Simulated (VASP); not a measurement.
A run of VASP 6.6.1:

The input INCAR:

```
  PREC = Accurate
  ENCUT = 520
  EDIFF = 1E-6
  ISMEAR = 0
  SIGMA = 0.01
  LREAL = False
  LASPH = True
  NELM = 100
  ALGO = Normal
  ISIF = 2
  LWAVE = False
  LCHARG = False
  GGA = PE
  NBANDS = 16
```

Contents of KPOINTS:

```
Automatic mesh
0
Gamma
  9 9 6
```

Contents of POSCAR:

```
AlN
1.0
    3.1301973076      0.0000000000      0.0000000000
   -1.5650986538      2.7108303872      0.0000000000
    0.0000000000      0.0000000000      5.0181649067
Al N
2 2
Direct
    0.3333333333      0.6666666667      0.0002311865
    0.6666666667      0.3333333333      0.5002311865
    0.3333333333      0.6666666667      0.3817688135
    0.6666666667      0.3333333333      0.8817688135
```

Potentials or basis: VASP PAW PBE potentials, release 64 (Al, N).

The run is started by

```bash
$ cat potpaw_PBE.64/Al/POTCAR potpaw_PBE.64/N/POTCAR > POTCAR
$ mpirun -np 1 vasp_std > vasp.out
```

Hardware: 1 thread of AMD EPYC 7R13 Processor (Zen 3) (shared host).

Q: Estimate the wall time of this run.

A: Wall time 46 s on 1 thread of AMD EPYC 7R13 Processor (Zen 3) (shared host), peak memory 0.13 GiB. Counts: scf iterations 13, k points 48.
